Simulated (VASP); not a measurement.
Runs of VASP 6.6.1 on B. The structure is that of space group Im-3m (No. 229), or close to it. The cells are those of the table. 

```tsv
task	cell	k mesh	cutoff (eV)	gap on the mesh (eV)	pressure (GPa)
relaxation of cell and atoms	relaxed from a = 2.153 Å, angles 109.5°, 1 atom	10 × 10 × 10	600	none	-0.1
single point	a = 2.153 Å, angles 109.5°, 1 atom	10 × 10 × 10	520	none	(a)
relaxation of cell and atoms	relaxed from a = 1.989 Å, angles 109.5°, 1 atom	34 × 34 × 34	600	none	0.2
single point	a = 1.989 Å, angles 109.5°, 1 atom	34 × 34 × 34	520	none	0.3
single point	a = 1.989 Å, angles 109.5°, 1 atom	10 × 10 × 10	520	none	0.4
```

Alike in all rows: level PBEsol; potentials or basis VASP PAW PBE potentials, release 64 (B); no spin polarisation; smearing gaussian 0.1 eV.

Problem. Fill in the values left out.

Solution. (a) -31.8.

Caveats: some runs use coarse meshes; the PAW data sets were made with another functional, which shifts forces and pressure a little; the relaxation stopped at its first step, so nothing moved (some runs).

A gap of «none» marks levels without a gap at the run's occupations.
